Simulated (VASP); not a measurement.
# MoS2 (Pm) in VASP: further runs

MoS2 is run at these levels: PBEsol; tasks: single point.

Everything below comes from runs of VASP 6.6.1. Logs are shortened: lines on timing, memory, paths and dates and some standing lists are left out, and cuts for length are marked.

**1. The cell of the first run**

It takes space group Pm (No. 6, monoclinic). The conventional cell has a = 3.141 Å, b = 12.579 Å, c = 3.141 Å, α = 90.00°, β = 120.00°, γ = 90.00°. Mo (site symmetry m) has 6 S at 2.35 to 2.43 Å and 6 Mo at 3.14 Å within 3.2 Å. Within 3.2 Å of Mo (site symmetry m) lie 6 S at 2.39 Å and 6 Mo at 3.14 Å. S (site symmetry 1) has 3 Mo at 2.39 Å and 7 S at 3.12 to 3.14 Å within 3.2 Å. Within 3.2 Å of S (site symmetry 1) lie 3 Mo at 2.35 to 2.43 Å and 7 S at 3.12 to 3.14 Å.

**2. Single point, PBEsol (atom 1 (Mo) moved -0.060 Å towards its neighbour atom 1 (Mo) at 3.141 Å)**

File INCAR:

```
  PREC = Accurate
  ENCUT = 520
  EDIFF = 1E-7
  ISMEAR = 0
  SIGMA = 0.05
  LREAL = False
  LASPH = True
  NELM = 60
  ALGO = Normal
  ISIF = 2
  LWAVE = False
  LCHARG = False
  GGA = PS
  NBANDS = 35
```

File KPOINTS:

```
regular mesh
0
Gamma
  12 12 2
```

File POSCAR:

```
MoS2
1.0
    3.1414322073      0.0000000000      0.0000000000
   -1.5707161036      2.7205600958      0.0000000000
    0.0000000000      0.0000000000     12.5788196111
Mo S
2 4
Direct
    0.3524329020      0.6857662353      0.2500000000
    0.6666666667      0.3333333333      0.7500000000
    0.3333333333      0.6666666667      0.6260538431
    0.6666666667      0.3333333333      0.1260538431
    0.3333333333      0.6666666667      0.8739461569
    0.6666666667      0.3333333333      0.3739461569
```

Potentials or basis: VASP PAW PBE potentials, release 64 (Mo_sv, S).

The run is started by

```console
> cat potpaw_PBE.64/Mo_sv/POTCAR potpaw_PBE.64/S/POTCAR > POTCAR
> mpirun -np 1 vasp_std > vasp.out
```

OUTCAR:

```text
PREC = Accurate
   ENCUT = 520
   EDIFF = 1E-7
   ISMEAR = 0
   LREAL = False
   LASPH = True
   NELM = 60
   ISIF = 2
   GGA = PS

 ion  position               nearest neighbor table
   1  0.352  0.686  0.250-   4 2.35   6 2.35   4 2.39   6 2.39   4 2.43   6 2.43
   2  0.667  0.333  0.750-   3 2.39   5 2.39   3 2.39   5 2.39   3 2.39   5 2.39
   3  0.333  0.667  0.626-   2 2.39   2 2.39   2 2.39
   4  0.667  0.333  0.126-   1 2.35   1 2.39   1 2.43
   5  0.333  0.667  0.874-   2 2.39   2 2.39   2 2.39
   6  0.667  0.333  0.374-   1 2.35   1 2.39   1 2.43

  LATTYP: Found a hexagonal cell.
 ALAT       =     3.1414322073
 C/A-ratio  =     4.0041671381

  Lattice vectors:

 A1 = (   3.1414322073,   0.0000000000,   0.0000000000)
 A2 = (  -1.5707161036,   2.7205600958,   0.0000000000)
 A3 = (   0.0000000000,   0.0000000000,  12.5788196111)

Analysis of symmetry for initial positions (statically):
=====================================================================
 Subroutine PRICEL returns:
 Original cell was already a primitive cell.

 Routine SETGRP: Setting up the symmetry group for a
 hexagonal supercell.

 Subroutine GETGRP returns: Found  2 space group operations
 (whereof  1 operations were pure point group operations)
 out of a pool of 24 trial point group operations.

The static configuration has the point symmetry C_1 .
 The point group associated with its full space group is C_1h.

Analysis of symmetry for dynamics (positions and initial velocities):
=====================================================================
 Subroutine PRICEL returns:
 Original cell was already a primitive cell.

 Routine SETGRP: Setting up the symmetry group for a
 hexagonal supercell.

 Subroutine GETGRP returns: Found  2 space group operations
 (whereof  1 operations were pure point group operations)
 out of a pool of 24 trial point group operations.

The dynamic configuration has the point symmetry C_1 .
 The point group associated with its full space group is C_1h.

 Subroutine INISYM returns: Found  2 space group operations
 (whereof  1 operations are pure point group operations),
 and found     1 'primitive' translations

----------------------------------------------------------------------------------------

                                     Primitive cell

  volume of cell :     107.5043

  direct lattice vectors                    reciprocal lattice vectors
     3.141432207  0.000000000  0.000000000     0.318326144  0.183785685  0.000000000
    -1.570716104  2.720560096  0.000000000     0.000000000  0.367571369  0.000000000
     0.000000000  0.000000000 12.578819611     0.000000000  0.000000000  0.079498715

  length of vectors
     3.141432207  3.141432207 12.578819611     0.367571369  0.367571369  0.079498715

  position of ions in fractional coordinates (direct lattice)
     0.352432902  0.685766235  0.250000000
     0.666666667  0.333333333  0.750000000
     0.333333333  0.666666667  0.626053843
     0.666666667  0.333333333  0.126053843
     0.333333333  0.666666667  0.873946157
     0.666666667  0.333333333  0.373946157

  ion indices of the primitive-cell ions
   primitive index   ion index
                 1           1
                 2           2
                 3           3
                 4           4
                 5           5
                 6           6

----------------------------------------------------------------------------------------

 KPOINTS: regular mesh

Automatic generation of k-mesh.
 Grid dimensions read from file:
 generate k-points for:   12   12    2

 Generating k-lattice:

  Cartesian coordinates                     Fractional coordinates (reciprocal lattice)
     0.026527179  0.015315474  0.000000000     0.083333333  0.000000000  0.000000000
     0.000000000  0.030630947  0.000000000     0.000000000  0.083333333  0.000000000
     0.000000000  0.000000000  0.039749358     0.000000000  0.000000000  0.500000000

  Length of vectors
     0.030630947  0.030630947  0.039749358

  Shift w.r.t. Gamma in fractional coordinates (k-lattice)
     0.000000000  0.000000000  0.000000000

 Subroutine IBZKPT returns following result:
 ===========================================

 Found    148 irreducible k-points:

 Following reciprocal coordinates:
            Coordinates               Weight
  0.000000  0.000000  0.000000      1.000000
  0.083333  0.000000  0.000000      2.000000
  0.000000  0.083333  0.000000      2.000000
 -0.083333  0.083333  0.000000      2.000000
  0.166667  0.000000  0.000000      2.000000
  0.000000  0.166667  0.000000      2.000000
[... 16 lines left out ...]
  0.166667  0.083333  0.000000      2.000000
 -0.083333  0.250000  0.000000      2.000000
 [... further k-points ...]
   k-points           NKPTS =    148   k-points in BZ     NKDIM =    148   number of bands    NBANDS=     35
   number of dos      NEDOS =    301   number of ions     NIONS =      6
   total plane-waves  NPLWV =  55296
   dimension x,y,z NGX =    24 NGY =   24 NGZ =   96
   dimension x,y,z NGXF=    48 NGYF=   48 NGZF=  192
   ions per type =               2   4
   NGX,Y,Z   is equivalent  to a cutoff of  12.70, 12.70, 12.69 a.u.
   NGXF,Y,Z  is equivalent  to a cutoff of  25.40, 25.40, 25.38 a.u.
 SYSTEM =  unknown system
   PREC   = accura    normal or accurate (medium, high low for compatibility)
   ISTART =      0    job   : 0-new  1-cont  2-samecut
   ICHARG =      2    charge: 1-file 2-atom 10-const
   ISPIN  =      1    spin polarized calculation?
   LNONCOLLINEAR =      F non collinear calculations
   LSORBIT =      F    spin-orbit coupling
   LASPH  =      T    aspherical Exc in radial PAW
   ENCUT  =  520.0 eV  38.22 Ry    6.18 a.u.   5.84  5.84 23.39*2*pi/ulx,y,z
   NELM   =     60;   NELMIN=  2; NELMDL= -5     # of ELM steps
   EDIFF  = 0.1E-06   stopping-criterion for ELM
   LREAL  =      F    real-space projection
   EDIFFG = 0.1E-05   stopping-criterion for IOM
   NSW    =      0    number of steps for IOM
   IBRION =     -1    ionic relax: 0-MD 1-quasi-New 2-CG
   NFREE  =      0    steps in history (QN), initial steepest desc. (CG)
   ISIF   =      2    stress and relaxation
   ISYM   =      2    0-nonsym 1-usesym 2-fastsym
   POTIM  = 0.5000    time-step for ionic-motion
   TEBEG  =    0.0;   TEEND  =   0.0 temperature during run
   PSTRESS=    0.0 pullay stress
   NELECT =      52.0000    total number of electrons
   NUPDOWN=      -1.0000    fix difference up-down
   EMIN   =  10.00;   EMAX   =-10.00  energy-range for DOS
   EFERMI =   0.00;   METHOD = LEGACY
   ISMEAR =     0;   SIGMA  =   0.05  broadening in eV -4-tet -1-fermi 0-gaus
   EFERMI_NEDOS =   21; number of points for ismear=-14 and -15
   IALGO  =     38    algorithm
   IMIX   =      4    mixing-type and parameters
     AMIX     =   0.40;   BMIX     =  1.00
     AMIX_MAG =   1.60;   BMIX_MAG =  1.00
  volume/ion in A,a.u.               =      17.92       120.91
  Fermi-wavevector in a.u.,A,eV,Ry     =   1.285091  2.428470 22.469472  1.651460
  Thomas-Fermi vector in A             =   2.417246
   LORBIT       =      0    0 simple, 1 ext, 2 COOP (PROOUT), +10 PAW based schemes
   GGA     = PS    functional components
   LHFCALC =     F    Hartree Fock is set to
   AEXX    =    0.0000 exact exchange contribution
   IVDW    =     0    specifies the selected vdW correction
   LEPSILON=     F    determine dielectric tensor
   LRPA    =     F    only Hartree local field effects (RPA)
 non-spin polarized calculation
 Gauss-broadening in eV      SIGMA  =   0.05
  energy-cutoff  :      520.00
  volume of cell :      107.50
 maximum number of plane-waves:      2922
   NGX = 11   NGY = 11   NGZ = 47

 number of electron      52.0000003 magnetization

 Free energy of the ion-electron system (eV)
  ---------------------------------------------------
  ext. energy  EPLUGINS =         0.00000000
  ---------------------------------------------------
  free energy    TOTEN  =       -46.86806356 eV

  energy without entropy =      -46.86806356  energy(sigma->0) =      -46.86806356

 E-fermi :   7.4923     XC(G=0): -10.9244

 val. band max:        7.2579466491   @ k =   0.0000   0.0000   0.0000
 cond. band min:       8.2260216694   @ k =  -0.3333   0.1667   0.0000
 fundamental gap:      0.9680750202
 Fermi energy:         7.4922889965

 k-point     1 :       0.0000    0.0000    0.0000
  band No.  band energies     occupation
      1     -54.0241      2.00000
      2     -54.0210      2.00000
      3     -28.2358      2.00000
      4     -28.2354      2.00000
      5     -27.9794      2.00000
      6     -27.9729      2.00000
[... 27 lines left out ...]
     34       9.9731      0.00000
     35      12.9684      0.00000

 k-point     2 :       0.0833    0.0000    0.0000
  band No.  band energies     occupation
      1     -54.0211      2.00000
      2     -54.0180      2.00000
      3     -28.2301      2.00000
      4     -28.2295      2.00000
      5     -28.0026      2.00000
      6     -27.9931      2.00000
[... 27 lines left out ...]
     34      10.0255      0.00000
     35      13.4759      0.00000

 k-point     3 :       0.0000    0.0833    0.0000
  band No.  band energies     occupation
      1     -54.0211      2.00000
      2     -54.0179      2.00000
      3     -28.2299      2.00000
      4     -28.2295      2.00000
      5     -28.0087      2.00000
      6     -28.0027      2.00000
[... 27 lines left out ...]
     34       9.8461      0.00000
     35      13.4750      0.00000
[... 723 lines left out ...]
 k-point    23 :       0.1667    0.0833    0.0000
  band No.  band energies     occupation
      1     -54.0056      2.00000
      2     -54.0026      2.00000
      3     -28.2003      2.00000
      4     -28.1994      2.00000
      5     -28.1472      2.00000
      6     -28.1395      2.00000
[... 27 lines left out ...]
     34      10.7618      0.00000
     35      15.0181      0.00000

 k-point    24 :      -0.0833    0.2500    0.0000
  band No.  band energies     occupation
      1     -54.0056      2.00000
      2     -54.0024      2.00000
      3     -28.1994      2.00000
      4     -28.1992      2.00000
      5     -28.1565      2.00000
      6     -28.1473      2.00000
[... 27 lines left out ...]
     34      10.7053      0.00000
     35      15.0036      0.00000

 [... further k-points ...]
[... 5 lines left out ...]
  --------------------------------------------------------------------------------------
  -------------------------------------------------------------------------------------
  Total       -0.3018196      0.3986905      0.1135391     -0.2115428      0.0000000      0.0000000
  in kB       -4.4981311      5.9418351      1.6921163     -3.1527018      0.0000000      0.0000000
  external PRESSURE =       1.0452735 kB  Pullay stress =       0.0000000 kB

 VOLUME and BASIS-vectors are now :
 -----------------------------------------------------------------------------
  energy-cutoff  :      520.00
  volume of cell :      107.50
      direct lattice vectors                 reciprocal lattice vectors
     3.141432207  0.000000000  0.000000000     0.318326144  0.183785685  0.000000000
    -1.570716104  2.720560096  0.000000000     0.000000000  0.367571369  0.000000000
     0.000000000  0.000000000 12.578819611     0.000000000  0.000000000  0.079498715

 POSITION                                       TOTAL-FORCE (eV/Angst)
 -----------------------------------------------------------------------------------
      0.03000      1.86567      3.14470        -0.611387     -1.092477      0.000000
      1.57072      0.90685      9.43411         0.000846      0.001370      0.000000
     -0.00000      1.81371      7.87502         0.000736      0.001479     -0.000026
      1.57072      0.90685      1.58561         0.304534      0.544075     -0.043062
     -0.00000      1.81371     10.99321         0.000736      0.001479      0.000026
      1.57072      0.90685      4.70380         0.304534      0.544075      0.043062
 -----------------------------------------------------------------------------------
    total drift:                                0.000055      0.000101     -0.000000

  FREE ENERGIE OF THE ION-ELECTRON SYSTEM (eV)
  ---------------------------------------------------
  free  energy   TOTEN  =       -46.8680635559 eV

  energy  without entropy=      -46.8680635559  energy(sigma->0) =      -46.86806356
```

Wall time 4 min (1 thread of Intel Xeon Platinum 8559C (Emerald Rapids), shared host); peak memory 0.54 GiB.

What came out:

- Free energy: -46.8681 eV
- Pressure: 0.1 GPa
- Largest force: 1.252 eV/Å
- Band gap on the k mesh: 0.97 eV (least direct gap 1.74 eV)

Forces in eV/Å, atoms in the order of the input:
```
Mo  -0.611 -1.092  0.000
Mo   0.001  0.001  0.000
S    0.001  0.001  0.000
S    0.305  0.544 -0.043
S    0.001  0.001  0.000
S    0.305  0.544  0.043
```

Caveat: the cell differs from its parent crystal (atom 1 (Mo) moved -0.060 Å towards its neighbour atom 1 (Mo) at 3.141 Å); the PAW data sets were made with another functional, which shifts forces and pressure a little; this functional lacks dispersion, which binds the layers, so the pressure and a relaxed spacing across them are unreliable.

(Part 1 of 2 ends here.)
